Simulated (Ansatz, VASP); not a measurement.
**MgS in VASP and in Ansatz**

Contents of POSCAR:

```
MgS
1.0
    4.0286256320      0.0000000000      0.0000000000
   -2.0143128160      3.4888921397      0.0000000000
    0.0000000000      0.0000000000      6.2788332940
Mg S
2 2
Direct
    0.3333333333      0.6666666667     -0.0062844843
    0.6666666667      0.3333333333      0.4937155157
    0.3333333333      0.6666666667      0.3812844843
    0.6666666667      0.3333333333      0.8812844843
```

INCAR.step1

```
SYSTEM = MgS
PREC = Accurate
ENCUT = 520
EDIFF = 1E-5
ISMEAR = 0
SIGMA = 0.01
LREAL = .FALSE.
LASPH = .TRUE.
NELM = 100
ALGO = Normal
ISIF = 2
LWAVE = .TRUE.
LCHARG = .FALSE.
GGA = PE
NBANDS = 16
```

The input INCAR.step2:

```
SYSTEM = MgS
PREC = Accurate
ENCUT = 520
EDIFF = 1E-6
ISMEAR = 0
SIGMA = 0.01
LREAL = .FALSE.
LASPH = .TRUE.
NELM = 100
ALGO = Normal
ISIF = 2
LWAVE = .FALSE.
LCHARG = .FALSE.
GGA = PE
LHFCALC = .TRUE.
HFSCREEN = 0.2079
PRECFOCK = Normal
ISTART = 1
NBANDS = 16
```

Contents of KPOINTS:

```
Automatic mesh
0
G
  6 6 4
  0 0 0
```

Input for Ansatz:

```yaml
crystal:
  lattice:
    - [4.028625632, 0.0, 0.0]
    - [-2.014312816, 3.4888921397, 0.0]
    - [0.0, 0.0, 6.278833294]
  atoms:
    - { symbol: Mg, position: [0.3333333333, 0.6666666667, -0.0062844843] }
    - { symbol: Mg, position: [0.6666666667, 0.3333333333, 0.4937155157] }
    - { symbol: S, position: [0.3333333333, 0.6666666667, 0.3812844843] }
    - { symbol: S, position: [0.6666666667, 0.3333333333, 0.8812844843] }
kpoints:
  mp_grid: { grid: [6, 6, 4] }
  band_path:
    path:
      - [0.0, 0.0, 0.0]
      - [0.5, 0.0, 0.0]
      - [0.3333333333, 0.3333333333, 0.0]
      - [0.0, 0.0, 0.5]
      - [0.5, 0.0, 0.5]
      - [0.3333333333, 0.3333333333, 0.5]
    npoints: 1
hamiltonian:
  xc: hse06
scf:
  occupations: { method: fixed }
  n_extra_bands: 5
output:
  forces: true
  stress: true
  eigenvalues: true
```

Change from the starting cell: uniaxial_z strain -2.7%.

Alike in both runs: task single point; functional HSE06; k mesh 6 × 6 × 4; no spin polarisation.

|  | VASP | Ansatz |
| --- | --- | --- |
| version | VASP 6.6.1 | Ansatz 0.2.0 |
| potentials or method | VASP PAW PBE potentials, release 64 (Mg, S) | plane waves, PAW |
| plane-wave cutoff (eV) | 520 | 420 |
| occupations | gaussian, width 0.01 eV | fixed |
| valence electrons in the cell | 16 | 32 |

```csv
,VASP,Ansatz,Ansatz less VASP
gap on the k mesh at the Fermi level (eV),4.55,4.56,+0.016
pressure (GPa),1.5,1.6,+0.17
"traceless stress, the component that is largest in VASP (GPa)",0.65,0.64,-0.018
```

VASP's potentials hold 16 valence electrons a cell and Ansatz's 32, so a difference there can come from the potentials and not from the codes. Ansatz's warnings: stress exchange threshold loose, stress scf threshold loose.
